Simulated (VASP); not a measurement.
Here is a VASP 6.6.1 calculation.

File INCAR:

```
  ALGO = Normal
  EDIFF = 1E-6
  ENCUT = 520
  GGA = PS
  ISIF = 2
  ISMEAR = 0
  LASPH = True
  LCHARG = True
  LELF = True
  LREAL = False
  LVHAR = True
  LWAVE = False
  NBANDS = 14
  NELM = 100
  PREC = Accurate
  SIGMA = 0.1
```

KPOINTS

```
k-points
0
Gamma
  16 16 16
```

Contents of POSCAR:

```
HfN
1.0
    0.0000000000      2.2507757607      2.2507757607
    2.2507757607      0.0000000000      2.2507757607
    2.2507757607      2.2507757607      0.0000000000
Hf N
1 1
Direct
    0.5000000000      0.5000000000      0.5000000000
    0.0000000000      0.0000000000      0.0000000000
```

Potentials or basis: VASP PAW PBE potentials, release 64 (Hf_pv, N).

Command:

```console
$ cat potpaw_PBE.64/Hf_pv/POTCAR potpaw_PBE.64/N/POTCAR > POTCAR
$ mpirun -np 1 vasp_std > vasp.out
```

Task: Predict the pressure.

Result: -2.2 GPa.

Caveat: the PAW data sets were made with another functional, which shifts forces and pressure a little.
